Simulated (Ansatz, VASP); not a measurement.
# One calculation of BiTe, two programs

```
Bi Te
1.0
     0.00000    3.23500    3.23500
     3.23500    0.00000    3.23500
     3.23500    3.23500    0.00000
Bi Te
1 1
Direct
  0.00000 0.00000 0.00000
  0.50000 0.50000 0.50000
```

Alike in both runs: task single point; functional PBEsol; k mesh 4 × 4 × 4; occupations gaussian, width 0.1 eV; no spin polarisation.

```csv
,VASP,Ansatz
version,VASP 6.6.1,Ansatz 0.2.0
potentials or method,"VASP PAW PBE potentials, release 64 (Bi_d, Te), cutoff 500 eV","scalar-relativistic, plane waves, PAW"
valence electrons in the cell,21,31
```

|  | VASP | Ansatz | Ansatz less VASP |
| --- | --- | --- | --- |
| gap on the k mesh at the Fermi level (eV) | none | none | - |
| pressure (GPa) | -1.8 | -1.8 | +0.04 |

VASP's potentials were made for PBE, not for PBEsol. A gap of «none» marks a metal or a gap that the smearing closes. With one functional, cell and mesh, what is left measures potentials, basis and numerics. VASP's potentials hold 21 valence electrons a cell and Ansatz's 31, so a difference there can come from the potentials and not from the codes. Ansatz's warnings: stress scf threshold loose.

The k mesh is coarse, so the values compare programs but aren't converged. Spin-orbit coupling is off throughout.
